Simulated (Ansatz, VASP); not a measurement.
# Two plane-wave programs on CuAu

```xyz
2
Lattice="1.4334 0.8276 4.2276 -1.4334 0.8276 4.2276 0.0000 -1.6551 4.2276" Properties=species:S:1:pos:R:3 pbc="T T T"
Au    0.0000    0.0000    0.0000
Cu    0.0000    0.0000    6.3414
```

Alike in both runs: task single point; functional PBE; k mesh 11 × 11 × 11; occupations fermi-dirac, width 0.05 eV; no spin polarisation.

|  | VASP | Ansatz |
| --- | --- | --- |
| version | VASP 6.6.1 | Ansatz 0.2.0 |
| potentials or method | VASP PAW PBE potentials, release 64 (Au, Cu) | Ansatz PAW |
| plane-wave cutoff (eV) | 520 | 420 |
| valence electrons in the cell | 22 | 38 |

|  | VASP | Ansatz | Ansatz less VASP |
| --- | --- | --- | --- |
| gap on the k mesh at the Fermi level (eV) | none | none | - |
| pressure (GPa) | 2.5 | 2.5 | +0.08 |
| traceless stress, the component that is largest in VASP (GPa) | 1.56 | 1.45 | -0.109 |

A gap of «none» marks a metal or a gap that the smearing closes. VASP's potentials hold 22 valence electrons a cell and Ansatz's 38, so a difference there can come from the potentials and not from the codes.

Neither program's run includes spin-orbit coupling.
